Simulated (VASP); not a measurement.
A run of VASP 6.6.1 is set up as follows.

INCAR

```
SYSTEM = SiC
  PREC = Accurate
  ENCUT = 600
  EDIFF = 1E-6
  ISMEAR = 0
  SIGMA = 0.01
  LREAL = .FALSE.
  LASPH = .TRUE.
  NELM = 120
  ALGO = Normal
  ISIF = 2
  LWAVE = .FALSE.
  LCHARG = .FALSE.
  GGA = PE
  NBANDS = 11
  GGA_COMPAT = .FALSE.
```

KPOINTS

```
Automatic mesh
0
G
  3 3 3
  0 0 0
```

File POSCAR:

```
SiC
1.0
    0.0000000000      2.2076743409      2.2076743409
    2.2076743409      0.0000000000      2.2076743409
    2.2076743409      2.2076743409      0.0000000000
Si C
1 1
Direct
    0.0000000000      0.0000000000      0.0000000000
    0.2500000000      0.2500000000      0.2500000000
```

Potentials or basis: VASP PAW PBE potentials, release 64 (Si, C).

The run is started by

```console
$ cat potpaw_PBE.64/Si/POTCAR potpaw_PBE.64/C/POTCAR > POTCAR
$ mpirun -np 1 vasp_std > vasp.out
```

Q: What does it give for the band gap on the k mesh?

A: 2.47 eV, indirect (least direct gap 5.06 eV).

Q: Predict the pressure.

A: -3.7 GPa.

Caveat: the k points lie up to 0.82 Å⁻¹ apart. A k mesh can miss the band edges.
